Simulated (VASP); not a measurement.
# SnSe2 in VASP: density of states with PBE

Aim: the density of states of SnSe2 with PBE.

Everything below comes from runs of VASP 6.6.1. Logs are shortened: lines on timing, memory, paths and dates and some standing lists are left out, and cuts for length are marked.

### Step 1. The cell of the first run

The cell holds a slab with vacuum, 3 atoms: a = 3.795 Å, b = 3.795 Å, c = 12.341 Å, α = 90.00°, β = 90.00°, γ = 120.00°.

### Step 2. Density of states, PBE

Contents of POSCAR:

```
SnSe2
1.0
    3.7951340554      0.0000000000      0.0000000000
   -1.8975670277      3.2866825027      0.0000000000
    0.0000000000      0.0000000000     12.3409185817
Sn Se
1 2
Direct
    0.0000000000      0.0000000000      0.0000000000
    0.3333333333      0.6666666667      0.1398200557
    0.3333333333      0.6666666667      0.8601799443
```

Contents of INCAR.step1:

```
  ALGO = Normal
  EDIFF = 1E-6
  ENCUT = 520
  GGA = PE
  ISIF = 2
  ISMEAR = 0
  LASPH = T
  LCHARG = T
  LREAL = F
  LWAVE = F
  NBANDS = 20
  NELM = 60
  PREC = Accurate
  SIGMA = 0.1
```

Contents of KPOINTS.step1:

```
k-points
0
Gamma
  15 15 4
```

Contents of INCAR.step2:

```
  ALGO = Normal
  EDIFF = 1E-6
  ENCUT = 520
  GGA = PE
  ICHARG = 11
  ISIF = 2
  ISMEAR = -5
  LASPH = T
  LCHARG = F
  LORBIT = 10
  LREAL = F
  LWAVE = F
  NBANDS = 20
  NEDOS = 1001
  NELM = 60
  PREC = Accurate
  SIGMA = 0.1
```

Contents of KPOINTS.step2:

```
k-points
0
Gamma
  23 23 6
```

Potentials or basis: VASP PAW PBE potentials, release 64 (Sn_d, Se).

Command:

```
$ cat potpaw_PBE.64/Sn_d/POTCAR potpaw_PBE.64/Se/POTCAR > POTCAR
$ cp INCAR.step1 INCAR
$ cp KPOINTS.step1 KPOINTS
$ mpirun -np 1 vasp_std > vasp.out
$ cp INCAR.step2 INCAR
$ cp KPOINTS.step2 KPOINTS
$ mpirun -np 1 vasp_std > vasp.out
```

OUTCAR:

```text
EDIFF = 1E-6
   ENCUT = 520
   GGA = PE
   ICHARG = 11
   ISIF = 2
   ISMEAR = -5
   LASPH = T
   LORBIT = 10
   LREAL = F
   NELM = 60
   PREC = Accurate

 ion  position               nearest neighbor table
   1  0.000  0.000  0.000-   2 2.79   3 2.79   2 2.79   3 2.79   2 2.79   3 2.79
   2  0.333  0.667  0.140-   1 2.79   1 2.79   1 2.79
   3  0.333  0.667  0.860-   1 2.79   1 2.79   1 2.79

  LATTYP: Found a hexagonal cell.
 ALAT       =     3.7951340554
 C/A-ratio  =     3.2517740880

  Lattice vectors:

 A1 = (   3.7951340554,   0.0000000000,   0.0000000000)
 A2 = (  -1.8975670277,   3.2866825027,   0.0000000000)
 A3 = (   0.0000000000,   0.0000000000,  12.3409185817)

Analysis of symmetry for initial positions (statically):
=====================================================================
 Subroutine PRICEL returns:
 Original cell was already a primitive cell.

 Routine SETGRP: Setting up the symmetry group for a
 hexagonal supercell.

 Subroutine GETGRP returns: Found 12 space group operations
 (whereof 12 operations were pure point group operations)
 out of a pool of 24 trial point group operations.

The static configuration has the point symmetry D_3h.

Analysis of symmetry for dynamics (positions and initial velocities):
=====================================================================
 Subroutine PRICEL returns:
 Original cell was already a primitive cell.

 Routine SETGRP: Setting up the symmetry group for a
 hexagonal supercell.

 Subroutine GETGRP returns: Found 12 space group operations
 (whereof 12 operations were pure point group operations)
 out of a pool of 24 trial point group operations.

The dynamic configuration has the point symmetry D_3h.

 Subroutine INISYM returns: Found 12 space group operations
 (whereof 12 operations are pure point group operations),
 and found     1 'primitive' translations

----------------------------------------------------------------------------------------

                                     Primitive cell

  volume of cell :     153.9332

  direct lattice vectors                    reciprocal lattice vectors
     3.795134055  0.000000000  0.000000000     0.263495304  0.152129084  0.000000000
    -1.897567028  3.286682503  0.000000000     0.000000000  0.304258169  0.000000000
     0.000000000  0.000000000 12.340918582     0.000000000  0.000000000  0.081031245

  length of vectors
     3.795134055  3.795134055 12.340918582     0.304258169  0.304258169  0.081031245

  position of ions in fractional coordinates (direct lattice)
     0.000000000  0.000000000  0.000000000
     0.333333333  0.666666667  0.139820056
     0.333333333  0.666666667  0.860179944

  ion indices of the primitive-cell ions
   primitive index   ion index
                 1           1
                 2           2
                 3           3

----------------------------------------------------------------------------------------

 KPOINTS: k-points

Automatic generation of k-mesh.
 Grid dimensions read from file:
 generate k-points for:   23   23    6

 Generating k-lattice:

  Cartesian coordinates                     Fractional coordinates (reciprocal lattice)
     0.011456318  0.006614308  0.000000000     0.043478261  0.000000000  0.000000000
     0.000000000  0.013228616  0.000000000     0.000000000  0.043478261  0.000000000
     0.000000000  0.000000000  0.013505208     0.000000000  0.000000000  0.166666667

  Length of vectors
     0.013228616  0.013228616  0.013505208

  Shift w.r.t. Gamma in fractional coordinates (k-lattice)
     0.000000000  0.000000000  0.000000000

 TETIRR: Found   3243 inequivalent tetrahedra from    19044

 Subroutine IBZKPT returns following result:
 ===========================================

 Found    224 irreducible k-points:

 Following reciprocal coordinates:
            Coordinates               Weight
  0.000000  0.000000  0.000000      1.000000
  0.043478  0.000000  0.000000      6.000000
  0.086957 -0.000000  0.000000      6.000000
  0.130435 -0.000000  0.000000      6.000000
  0.173913 -0.000000  0.000000      6.000000
  0.217391  0.000000  0.000000      6.000000
[... 16 lines left out ...]
  0.478261  0.043478  0.000000      6.000000
  0.086957  0.086957  0.000000      6.000000
 [... further k-points ...]
   k-points           NKPTS =    224   k-points in BZ     NKDIM =    224   number of bands    NBANDS=     20
   number of dos      NEDOS =   1001   number of ions     NIONS =      3
   total plane-waves  NPLWV =  75264
   dimension x,y,z NGX =    28 NGY =   28 NGZ =   96
   dimension x,y,z NGXF=    56 NGYF=   56 NGZF=  192
   ions per type =               1   2
   NGX,Y,Z   is equivalent  to a cutoff of  12.27, 12.27, 12.93 a.u.
   NGXF,Y,Z  is equivalent  to a cutoff of  24.53, 24.53, 25.86 a.u.
 SYSTEM =  unknown system
   PREC   = accura    normal or accurate (medium, high low for compatibility)
   ISTART =      0    job   : 0-new  1-cont  2-samecut
   ICHARG =     11    charge: 1-file 2-atom 10-const
   ISPIN  =      1    spin polarized calculation?
   LNONCOLLINEAR =      F non collinear calculations
   LSORBIT =      F    spin-orbit coupling
   LASPH  =      T    aspherical Exc in radial PAW
   ENCUT  =  520.0 eV  38.22 Ry    6.18 a.u.   7.06  7.06 22.95*2*pi/ulx,y,z
   NELM   =     60;   NELMIN=  2; NELMDL=  0     # of ELM steps
   EDIFF  = 0.1E-05   stopping-criterion for ELM
   LREAL  =      F    real-space projection
   EDIFFG = 0.1E-04   stopping-criterion for IOM
   NSW    =      0    number of steps for IOM
   IBRION =     -1    ionic relax: 0-MD 1-quasi-New 2-CG
   NFREE  =      0    steps in history (QN), initial steepest desc. (CG)
   ISIF   =      2    stress and relaxation
   ISYM   =      2    0-nonsym 1-usesym 2-fastsym
   POTIM  = 0.5000    time-step for ionic-motion
   TEBEG  =    0.0;   TEEND  =   0.0 temperature during run
   PSTRESS=    0.0 pullay stress
   NELECT =      26.0000    total number of electrons
   NUPDOWN=      -1.0000    fix difference up-down
   EMIN   =  10.00;   EMAX   =-10.00  energy-range for DOS
   EFERMI =   0.00;   METHOD = LEGACY
   ISMEAR =    -5;   SIGMA  =   0.10  broadening in eV -4-tet -1-fermi 0-gaus
   EFERMI_NEDOS =   21; number of points for ismear=-14 and -15
   IALGO  =     38    algorithm
   IMIX   =      4    mixing-type and parameters
     AMIX     =   0.40;   BMIX     =  1.00
     AMIX_MAG =   1.60;   BMIX_MAG =  1.00
  volume/ion in A,a.u.               =      51.31       346.26
  Fermi-wavevector in a.u.,A,eV,Ry     =   0.904944  1.710097 11.142139  0.818924
  Thomas-Fermi vector in A             =   2.028452
   LORBIT       =     10    0 simple, 1 ext, 2 COOP (PROOUT), +10 PAW based schemes
   GGA     = PE    functional components
   LHFCALC =     F    Hartree Fock is set to
   AEXX    =    0.0000 exact exchange contribution
   IVDW    =     0    specifies the selected vdW correction
   LEPSILON=     F    determine dielectric tensor
   LRPA    =     F    only Hartree local field effects (RPA)
 non-spin polarized calculation
 Fermi weights with tetrahedron method with Bloechl corrections
  energy-cutoff  :      520.00
  volume of cell :      153.93
 maximum number of plane-waves:      4172

 number of electron      26.0000000 magnetization

 Free energy of the ion-electron system (eV)
  ---------------------------------------------------
  ext. energy  EPLUGINS =         0.00000000
  ---------------------------------------------------
  free energy    TOTEN  =       -11.07476154 eV

  energy without entropy =      -11.07476154  energy(sigma->0) =      -11.07476154

 E-fermi :  -0.4970     XC(G=0):  -5.6606

 val. band max:       -0.5079734095   @ k =   0.0000   0.0000   0.0000
 cond. band min:      -0.4743867908   @ k =   0.4783   0.0000   0.0000
 fundamental gap:      0.0335866187
 Fermi energy:        -0.4970476190

 k-point     1 :       0.0000    0.0000    0.0000
  band No.  band energies     occupation
      1     -22.2680      2.00000
      2     -22.2680      2.00000
      3     -22.1863      2.00000
      4     -22.1863      2.00000
      5     -22.1837      2.00000
      6     -14.2520      2.00000
[... 12 lines left out ...]
     19       5.9785      0.00000
     20       6.7011      0.00000

 k-point     2 :       0.0435    0.0000    0.0000
  band No.  band energies     occupation
      1     -22.2682      2.00000
      2     -22.2671      2.00000
      3     -22.1871      2.00000
      4     -22.1864      2.00000
      5     -22.1832      2.00000
      6     -14.2344      2.00000
[... 12 lines left out ...]
     19       5.9911      0.00000
     20       6.7268      0.00000

 k-point     3 :       0.0870   -0.0000    0.0000
  band No.  band energies     occupation
      1     -22.2689      2.00000
      2     -22.2644      2.00000
      3     -22.1895      2.00000
      4     -22.1868      2.00000
      5     -22.1817      2.00000
      6     -14.1819      2.00000
[... 12 lines left out ...]
     19       6.0235      0.00000
     20       6.8037      0.00000

 k-point     4 :       0.1304   -0.0000    0.0000
  band No.  band energies     occupation
      1     -22.2701      2.00000
      2     -22.2601      2.00000
      3     -22.1933      2.00000
      4     -22.1875      2.00000
      5     -22.1793      2.00000
      6     -14.0962      2.00000
[... 429 lines left out ...]
 k-point    23 :       0.4783    0.0435    0.0000
  band No.  band energies     occupation
      1     -22.2833      2.00000
      2     -22.2294      2.00000
      3     -22.2189      2.00000
      4     -22.1945      2.00000
      5     -22.1537      2.00000
      6     -12.9709      2.00000
[... 12 lines left out ...]
     19       6.6903      0.00000
     20       7.5113      0.00000

 k-point    24 :       0.0870    0.0870    0.0000
  band No.  band energies     occupation
      1     -22.2703      2.00000
      2     -22.2582      2.00000
      3     -22.1953      2.00000
      4     -22.1880      2.00000
      5     -22.1779      2.00000
      6     -14.0457      2.00000
[... 12 lines left out ...]
     19       6.0816      0.00000
     20       7.0387      0.00000

 [... further k-points ...]
[... 5 lines left out ...]
  --------------------------------------------------------------------------------------
  -------------------------------------------------------------------------------------
  Total       -0.0783978     -0.0783978     -0.1949987      0.0000000     -0.0000000      0.0000000
  in kB       -0.8159846     -0.8159846     -2.0295972      0.0000000     -0.0000000      0.0000000
  external PRESSURE =      -1.2205221 kB  Pullay stress =       0.0000000 kB

 VOLUME and BASIS-vectors are now :
 -----------------------------------------------------------------------------
  energy-cutoff  :      520.00
  volume of cell :      153.93
      direct lattice vectors                 reciprocal lattice vectors
     3.795134055  0.000000000  0.000000000     0.263495304  0.152129084  0.000000000
    -1.897567028  3.286682503  0.000000000     0.000000000  0.304258169  0.000000000
     0.000000000  0.000000000 12.340918582     0.000000000  0.000000000  0.081031245

 POSITION                                       TOTAL-FORCE (eV/Angst)
 -----------------------------------------------------------------------------------
      0.00000      0.00000      0.00000        -0.000000     -0.000000      0.000000
     -0.00000      2.19112      1.72551         0.000000      0.000000     -0.016505
     -0.00000      2.19112     10.61541         0.000000      0.000000      0.016505
 -----------------------------------------------------------------------------------
    total drift:                                0.000114     -0.000066     -0.000000

  FREE ENERGIE OF THE ION-ELECTRON SYSTEM (eV)
  ---------------------------------------------------
  free  energy   TOTEN  =       -11.0747615351 eV

  energy  without entropy=      -11.0747615351  energy(sigma->0) =      -11.07476154

 total charge

# of ion       s       p       d       tot
------------------------------------------
    1        1.076   0.944  10.062  12.082
    2        1.489   2.276   0.023   3.788
    3        1.489   2.276   0.023   3.788
--------------------------------------------------
tot          4.053   5.497  10.108  19.658
```

It took 12 min on 1 thread of Intel Xeon 6975P-C, shared host; peak memory 0.75 GiB.

What came out:

| Item | Value |
| --- | --- |
| Valence electrons inside the program's atomic spheres | Sn 12.08; Se 3.79 |

Levels at points of the mesh, in eV from the valence-band top:
```csv
k point,band 11,band 12,band 13,band 14,band 15,band 16
"(0.00, 0.00, 0.00)",-0.81,0.00,0.00,0.49,3.56,4.08
"(0.00, 0.00, 0.50)",-0.81,0.00,0.00,0.50,3.51,4.08
```

Caveat: spin-orbit coupling is left out, which moves the levels of the heavy elements.
